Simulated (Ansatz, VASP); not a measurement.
# Two plane-wave programs on Ta3N

```
Ta N
1.0
     3.10694    0.00000    0.00000
    -1.55347    2.69069    0.00000
     0.00000    0.00000    7.14894
Ta N
3 1
Cartesian
  0.0000 0.0000 3.5745
  0.0000 1.7938 1.2410
  1.5535 0.8969 5.9079
  0.0000 0.0000 0.0000
```

Alike in both runs: task single point; functional PBE; k mesh 24 × 24 × 8; occupations gaussian, width 0.15 eV; no spin polarisation.

```csv
,VASP,Ansatz
version,VASP 6.6.1,Ansatz 0.2.0
potentials or method,"VASP PAW PBE potentials, release 64 (Ta_pv, N), cutoff 520 eV","scalar-relativistic, plane waves, PAW"
valence electrons in the cell,38,44
```

```csv
,VASP,Ansatz,Ansatz less VASP
gap on the k mesh at the Fermi level (eV),none,none,-
pressure (GPa),0.7,0.4,-0.31
"traceless stress, the component that is largest in VASP (GPa)",7.42,7.46,+0.040
rms of the force components (eV/Å),0.193,0.213,+0.0207
```

Atom by atom the forces differ by 0.021 eV/Å (rms over components). A gap of «none» marks a metal or a gap that the smearing closes. The functional is the same, so the differences come from potentials, cutoffs and numerics. VASP's potentials hold 38 valence electrons a cell and Ansatz's 44, so a difference there can come from the potentials and not from the codes.

Spin-orbit coupling is off throughout.
